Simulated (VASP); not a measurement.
# Ti12C in VASP: single point with PBEsol

Aim: the single point of Ti12C with PBEsol.

All numbers are computed with VASP 6.6.1; they aren't measurements. Logs are shortened: lines on timing, memory, paths and dates and some standing lists are left out, and cuts for length are marked.

## Step 1: The cell of the first run

The cell holds a slab with vacuum, 13 atoms: a = 5.735 Å, b = 5.735 Å, c = 19.270 Å, α = 90.00°, β = 90.00°, γ = 90.00°.

## Step 2: Single point, PBEsol

INCAR reads:

```
SYSTEM = Ti12C
  ALGO = Normal
  DIPOL = 0.5 0.5 0.317
  EDIFF = 1E-6
  ENCUT = 520
  GGA = PS
  IDIPOL = 3
  ISIF = 2
  ISMEAR = 0
  LASPH = .True.
  LCHARG = .False.
  LDIPOL = .True.
  LREAL = .False.
  LWAVE = .False.
  NBANDS = 86
  NELM = 80
  PREC = Accurate
  SIGMA = 0.1
```

KPOINTS reads:

```
k-points
0
Gamma
  5 5 1
  0 0 0
```

POSCAR reads:

```
Ti12C
1.0
    5.7352564297      0.0000000000      0.0000000000
    0.0000000000      5.7352564297      0.0000000000
    0.0000000000      0.0000000000     19.2700584075
Ti C
12 1
Direct
    0.2500000000      0.2500000000      0.2075759147
    0.2500000000      0.7500000000      0.2075759147
    0.7500000000      0.2500000000      0.2075759147
    0.7500000000      0.7500000000      0.2075759147
    0.0000000000      0.0000000000      0.3052972905
    0.0000000000      0.5000000000      0.3052972905
    0.5000000000      0.0000000000      0.3052972905
    0.5000000000      0.5000000000      0.3052972905
    0.2500000000      0.2500000000      0.4032192453
    0.2500000000      0.7500000000      0.4032192453
    0.7500000000      0.2500000000      0.4032192453
    0.7500000000      0.7500000000      0.4032192453
    0.4166666667      0.4166666667      0.4587635288
```

Potentials or basis: VASP PAW PBE potentials, release 64 (Ti_sv, C).

On the command line:

```bash
cat potpaw_PBE.64/Ti_sv/POTCAR potpaw_PBE.64/C/POTCAR > POTCAR
mpirun -np 1 vasp_std > vasp.out
```

OUTCAR:

```text
SYSTEM = Ti12C
   EDIFF = 1E-6
   ENCUT = 520
   GGA = PS
   ISIF = 2
   ISMEAR = 0
   LASPH = .True.
   LREAL = .False.
   NELM = 80
   PREC = Accurate

 ion  position               nearest neighbor table
   1  0.250  0.250  0.208-   5 2.77   6 2.77   7 2.77   8 2.77   2 2.87   3 2.87   2 2.87   3 2.87

   2  0.250  0.750  0.208-   5 2.77   6 2.77   7 2.77   8 2.77   1 2.87   4 2.87   1 2.87   4 2.87

   3  0.750  0.250  0.208-   5 2.77   6 2.77   7 2.77   8 2.77   1 2.87   4 2.87   4 2.87   1 2.87
[... 4 lines left out ...]
                             6 2.87   7 2.87   6 2.87   7 2.87
   6  0.000  0.500  0.305-   1 2.77   2 2.77   3 2.77   4 2.77   9 2.77  10 2.77  11 2.77  12 2.77
                             5 2.87   8 2.87   5 2.87   8 2.87
   7  0.500  0.000  0.305-   1 2.77   2 2.77   3 2.77   4 2.77   9 2.77  10 2.77  11 2.77  12 2.77
                             5 2.87   8 2.87   8 2.87   5 2.87
   8  0.500  0.500  0.305-   1 2.77   2 2.77   3 2.77   4 2.77   9 2.77  10 2.77  11 2.77  12 2.77
                             6 2.87   7 2.87   7 2.87   6 2.87
   9  0.250  0.250  0.403-  13 1.72   6 2.77   7 2.77   8 2.77   5 2.77  11 2.87  10 2.87  10 2.87
                            11 2.87
  10  0.250  0.750  0.403-  13 2.39   6 2.77   7 2.77   8 2.77   5 2.77  12 2.87   9 2.87   9 2.87
                            12 2.87
  11  0.750  0.250  0.403-  13 2.39   6 2.77   7 2.77   8 2.77   5 2.77  12 2.87   9 2.87  12 2.87
                             9 2.87
  12  0.750  0.750  0.403-   5 2.77   6 2.77   7 2.77   8 2.77  10 2.87  11 2.87  11 2.87  10 2.87

  13  0.417  0.417  0.459-   9 1.72  10 2.39  11 2.39

  LATTYP: Found a simple tetragonal cell.
 ALAT       =     5.7352564297
 C/A-ratio  =     3.3599296986

  Lattice vectors:

 A1 = (   5.7352564297,   0.0000000000,   0.0000000000)
 A2 = (   0.0000000000,   5.7352564297,   0.0000000000)
 A3 = (   0.0000000000,   0.0000000000,  19.2700584075)

Analysis of symmetry for initial positions (statically):
=====================================================================
 Subroutine PRICEL returns:
 Original cell was already a primitive cell.

 Routine SETGRP: Setting up the symmetry group for a
 simple tetragonal supercell.

 Subroutine GETGRP returns: Found  2 space group operations
 (whereof  2 operations were pure point group operations)
 out of a pool of 16 trial point group operations.

The static configuration has the point symmetry C_1h.

Analysis of symmetry for dynamics (positions and initial velocities):
=====================================================================
 Subroutine PRICEL returns:
 Original cell was already a primitive cell.

 Routine SETGRP: Setting up the symmetry group for a
 simple tetragonal supercell.

 Subroutine GETGRP returns: Found  2 space group operations
 (whereof  2 operations were pure point group operations)
 out of a pool of 16 trial point group operations.

The dynamic configuration has the point symmetry C_1h.

 Subroutine INISYM returns: Found  2 space group operations
 (whereof  2 operations are pure point group operations),
 and found     1 'primitive' translations

----------------------------------------------------------------------------------------

                                     Primitive cell

  volume of cell :     633.8532

  direct lattice vectors                    reciprocal lattice vectors
     5.735256430  0.000000000  0.000000000     0.174360120  0.000000000  0.000000000
     0.000000000  5.735256430  0.000000000     0.000000000  0.174360120  0.000000000
     0.000000000  0.000000000 19.270058407     0.000000000  0.000000000  0.051893979

  length of vectors
     5.735256430  5.735256430 19.270058407     0.174360120  0.174360120  0.051893979

  position of ions in fractional coordinates (direct lattice)
     0.250000000  0.250000000  0.207575915
     0.250000000  0.750000000  0.207575915
     0.750000000  0.250000000  0.207575915
     0.750000000  0.750000000  0.207575915
     0.000000000  0.000000000  0.305297291
     0.000000000  0.500000000  0.305297291
     0.500000000  0.000000000  0.305297291
     0.500000000  0.500000000  0.305297291
     0.250000000  0.250000000  0.403219245
     0.250000000  0.750000000  0.403219245
     0.750000000  0.250000000  0.403219245
     0.750000000  0.750000000  0.403219245
     0.416666667  0.416666667  0.458763529

[... 36 lines left out ...]

 Subroutine IBZKPT returns following result:
 ===========================================

 Found      9 irreducible k-points:

 Following reciprocal coordinates:
            Coordinates               Weight
  0.000000  0.000000  0.000000      1.000000
  0.200000  0.000000  0.000000      4.000000
  0.400000  0.000000  0.000000      4.000000
  0.200000  0.200000  0.000000      2.000000
 -0.200000  0.200000  0.000000      2.000000
  0.400000  0.200000  0.000000      4.000000
 -0.200000  0.400000  0.000000      4.000000
  0.400000  0.400000  0.000000      2.000000
 -0.400000  0.400000  0.000000      2.000000
   k-points           NKPTS =      9   k-points in BZ     NKDIM =      9   number of bands    NBANDS=     86
   number of dos      NEDOS =    301   number of ions     NIONS =     13
   total plane-waves  NPLWV = 331776
   dimension x,y,z NGX =    48 NGY =   48 NGZ =  144
   dimension x,y,z NGXF=    96 NGYF=   96 NGZF=  288
   ions per type =              12   1
   NGX,Y,Z   is equivalent  to a cutoff of  13.91, 13.91, 12.42 a.u.
   NGXF,Y,Z  is equivalent  to a cutoff of  27.83, 27.83, 24.85 a.u.
 SYSTEM =  Ti12C
   PREC   = accura    normal or accurate (medium, high low for compatibility)
   ISTART =      0    job   : 0-new  1-cont  2-samecut
   ICHARG =      2    charge: 1-file 2-atom 10-const
   ISPIN  =      1    spin polarized calculation?
   LNONCOLLINEAR =      F non collinear calculations
   LSORBIT =      F    spin-orbit coupling
   LASPH  =      T    aspherical Exc in radial PAW
   ENCUT  =  520.0 eV  38.22 Ry    6.18 a.u.  10.66 10.66 35.83*2*pi/ulx,y,z
   NELM   =     80;   NELMIN=  2; NELMDL= -5     # of ELM steps
   EDIFF  = 0.1E-05   stopping-criterion for ELM
   LREAL  =      F    real-space projection
   EDIFFG = 0.1E-04   stopping-criterion for IOM
   NSW    =      0    number of steps for IOM
   IBRION =     -1    ionic relax: 0-MD 1-quasi-New 2-CG
   NFREE  =      0    steps in history (QN), initial steepest desc. (CG)
   ISIF   =      2    stress and relaxation
   ISYM   =      2    0-nonsym 1-usesym 2-fastsym
   POTIM  = 0.5000    time-step for ionic-motion
   TEBEG  =    0.0;   TEEND  =   0.0 temperature during run
   PSTRESS=    0.0 pullay stress
   NELECT =     148.0000    total number of electrons
   NUPDOWN=      -1.0000    fix difference up-down
   EMIN   =  10.00;   EMAX   =-10.00  energy-range for DOS
   EFERMI =   0.00;   METHOD = LEGACY
   ISMEAR =     0;   SIGMA  =   0.10  broadening in eV -4-tet -1-fermi 0-gaus
   EFERMI_NEDOS =   21; number of points for ismear=-14 and -15
   IALGO  =     38    algorithm
   IMIX   =      4    mixing-type and parameters
     AMIX     =   0.40;   BMIX     =  1.00
     AMIX_MAG =   1.60;   BMIX_MAG =  1.00
  volume/ion in A,a.u.               =      48.76       329.03
  Fermi-wavevector in a.u.,A,eV,Ry     =   1.008090  1.905013 13.826850  1.016245
  Thomas-Fermi vector in A             =   2.140935
   LORBIT       =      0    0 simple, 1 ext, 2 COOP (PROOUT), +10 PAW based schemes
   GGA     = PS    functional components
   LHFCALC =     F    Hartree Fock is set to
   AEXX    =    0.0000 exact exchange contribution
   IVDW    =     0    specifies the selected vdW correction
   LEPSILON=     F    determine dielectric tensor
   LRPA    =     F    only Hartree local field effects (RPA)
 non-spin polarized calculation
 Gauss-broadening in eV      SIGMA  =   0.10
  energy-cutoff  :      520.00
  volume of cell :      633.85
 maximum number of plane-waves:     17110
 NGX is ok and might be reduce to    48
   NGX = 21   NGY = 21   NGZ = 71

 dipolmoment           0.000000      0.000000     -0.934260 electrons x Angstroem

 number of electron     148.0000029 magnetization

 dipolmoment           0.000000      0.000000      0.147927 electrons x Angstroem

 Free energy of the ion-electron system (eV)
  ---------------------------------------------------
  ext. energy  EPLUGINS =         0.00000000
  ---------------------------------------------------
  free energy    TOTEN  =      -100.33033498 eV

  energy without entropy =     -100.18317833  energy(sigma->0) =     -100.25675665

 E-fermi :  -0.0664     XC(G=0):  -4.8419

 val. band max:       -0.0735965823   @ k =   0.2000   0.2000   0.0000
 cond. band min:      -0.0620945255   @ k =   0.4000   0.4000   0.0000
 fundamental gap:      0.0115020568
 Fermi energy:        -0.0664225536

 k-point     1 :       0.0000    0.0000    0.0000
  band No.  band energies     occupation
      1     -56.6596      2.00000
      2     -56.6007      2.00000
      3     -56.5801      2.00000
      4     -56.5676      2.00000
      5     -56.5327      2.00000
      6     -56.5267      2.00000
[... 790 lines left out ...]
     85       0.9330      0.00000
     86       0.9479      0.00000

------------------------ aborting loop because EDIFF is reached ----------------------------------------

 vacuum level on the upper side and lower side of the slab       (xc-potential included)         0.270        -0.542

  FORCE on cell =-STRESS in cart. coord.  units (eV):
  Direction    XX          YY          ZZ          XY          YZ          ZX
  --------------------------------------------------------------------------------------
  -------------------------------------------------------------------------------------
  Total       -3.5616785     -3.5616785      1.6052788      2.7310902      3.6546908      3.6546893
  in kB       -9.0027788     -9.0027788      4.0576290      6.9033185      9.2378841      9.2378803
  external PRESSURE =      -4.6493096 kB  Pullay stress =       0.0000000 kB

 VOLUME and BASIS-vectors are now :
 -----------------------------------------------------------------------------
  energy-cutoff  :      520.00
  volume of cell :      633.85
      direct lattice vectors                 reciprocal lattice vectors
     5.735256430  0.000000000  0.000000000     0.174360120  0.000000000  0.000000000
     0.000000000  5.735256430  0.000000000     0.000000000  0.174360120  0.000000000
     0.000000000  0.000000000 19.270058407     0.000000000  0.000000000  0.051893979

 POSITION                                       TOTAL-FORCE (eV/Angst)
 -----------------------------------------------------------------------------------
      1.43381      1.43381      4.00000         0.057521      0.057521     -0.066095
      1.43381      4.30144      4.00000        -0.006531      0.003160      0.042514
      4.30144      1.43381      4.00000         0.003160     -0.006531      0.042514
      4.30144      4.30144      4.00000         0.013611      0.013611      0.186364
      0.00000      0.00000      5.88310        -0.191601     -0.191601     -0.369640
      0.00000      2.86763      5.88310        -0.116041      0.389186     -0.407441
      2.86763      0.00000      5.88310         0.389186     -0.116041     -0.407441
      2.86763      2.86763      5.88310        -0.080396     -0.080396     -0.078590
      1.43381      1.43381      7.77006        -2.348124     -2.348124     -1.580803
      1.43381      4.30144      7.77006         0.246709     -1.398205      1.056834
      4.30144      1.43381      7.77006        -1.398205      0.246709      1.056834
      4.30144      4.30144      7.77006        -0.224774     -0.224774      0.458812
      2.38969      2.38969      8.84040         3.655485      3.655485      0.066138
 -----------------------------------------------------------------------------------
    total drift:                               -0.000023     -0.000023      0.001118

  FREE ENERGIE OF THE ION-ELECTRON SYSTEM (eV)
  ---------------------------------------------------
  free  energy   TOTEN  =      -100.3303349778 eV

  energy  without entropy=     -100.1831783295  energy(sigma->0) =     -100.25675665

 vacuum level on the upper side and lower side of the slab         4.608         3.765
```

It took 30 min on 1 thread of Intel Xeon Platinum 8259CL at 2.50GHz (Skylake/Cascade Lake), shared host; peak memory 0.83 GiB.

Results:

| Quantity | Value |
| --- | --- |
| Free energy | -100.3303 eV |
| Largest force | 5.170 eV/Å |
| Band gap on the k mesh | zero (bands 74 and 75 overlap by 0.23 eV) |

Forces on the atoms (eV/Å):
```
Ti   0.058  0.058 -0.066
Ti  -0.007  0.003  0.043
Ti   0.003 -0.007  0.043
Ti   0.014  0.014  0.186
Ti  -0.192 -0.192 -0.370
Ti  -0.116  0.389 -0.407
Ti   0.389 -0.116 -0.407
Ti  -0.080 -0.080 -0.079
Ti  -2.348 -2.348 -1.581
Ti   0.247 -1.398  1.057
Ti  -1.398  0.247  1.057
Ti  -0.225 -0.225  0.459
C    3.655  3.655  0.066
```

Caveat: the PAW data sets were made with another functional, which shifts forces and pressure a little.
